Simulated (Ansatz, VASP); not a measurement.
## Ag in VASP and in Ansatz

```
Ag
1.0
     2.92230    0.00000    0.00000
    -1.46115    2.53079    0.00000
     0.00000    0.00000    4.70166
Ag
2
Direct
  0.25333 0.62667 0.19000
  0.74667 0.37333 0.81000
```

Change from the starting cell: shortest bond scaled by 0.76, PAW files.

Alike in both runs: task electric field gradients; functional PBEsol; k mesh 12 × 12 × 7; occupations fermi-dirac, width 0.05 eV; no spin polarisation.

|  | VASP | Ansatz |
| --- | --- | --- |
| version | VASP 6.6.1 | Ansatz 0.2.0 |
| potentials or method | VASP PAW PBE potentials, release 64 (Ag) | PAW with Ansatz's default frozen-core files, scalar-relativistic |
| plane-wave cutoff (eV) | 520 | 420 |
| valence electrons in the cell | 22 | 38 |

```csv
,VASP,Ansatz,Ansatz less VASP
pressure (GPa),24.2,24.9,+0.72
"traceless stress, the component that is largest in VASP (GPa)",21.31,21.94,+0.629
rms of the force components (eV/Å),4.368,4.466,+0.0985
size of Vzz on the site where it differs most (V/Å²),40.6,19.6,-20.98
```

VASP's potentials were made for PBE, not for PBEsol. Atom by atom the forces differ by 0.099 eV/Å (rms over components). One of these differences is far larger than is usual between the two programs; its cause wasn't traced. With one functional, cell and mesh, what is left measures potentials, basis and numerics. VASP's potentials hold 22 valence electrons a cell and Ansatz's 38, so a difference there can come from the potentials and not from the codes.
